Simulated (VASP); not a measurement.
**TiAl: single point with PBE**

The system is TiAl.

```
Ti Al
1.0
     0.00000   -3.18609    0.00000
     0.00000    0.00000   -3.18609
     9.55828    0.00000    0.00000
Ti Al
3 3
Direct
  0.00000 0.00000 0.33333
  0.00000 0.00000 0.66667
  0.00000 0.00000 0.00000
  0.50000 0.50000 0.16667
  0.50000 0.50000 0.50000
  0.50000 0.50000 0.83333
```

```
Program                : VASP 6.6.1
Task                   : single point
Functional             : PBE
Potentials or basis    : VASP PAW PBE potentials, release 64 (Ti_sv, Al)
Cutoff                 : 520 eV
k mesh                 : 14 × 14 × 5
Occupations            : gaussian, width 0.15 eV
Spin                   : no spin polarisation
Dipole correction      : no
Further INCAR settings : ALGO = Fast; EDIFF = 1e-06; NBANDS = 32
```

```json
{
  "Pressure": "0.1 GPa"
}
```

Levels at points of the mesh, in eV from the Fermi level:
| k point | band 19 | band 20 | band 21 | band 22 | band 23 | band 24 | band 25 | band 26 |
| --- | --- | --- | --- | --- | --- | --- | --- | --- |
| (0.00, 0.00, 0.00) | -1.43 | -0.81 | -0.81 | 0.43 | 0.43 | 0.43 | 0.43 | 1.78 |
| (0.50, 0.00, 0.00) | -1.52 | -1.52 | -0.55 | -0.53 | -0.53 | 0.14 | 0.14 | 0.55 |
| (0.50, 0.50, 0.00) | -2.88 | -2.11 | -2.11 | -1.47 | 0.70 | 0.70 | 0.77 | 0.77 |

It took 23 min on 1 thread of AMD EPYC 7R13 (shared host), peak memory 0.36 GiB.
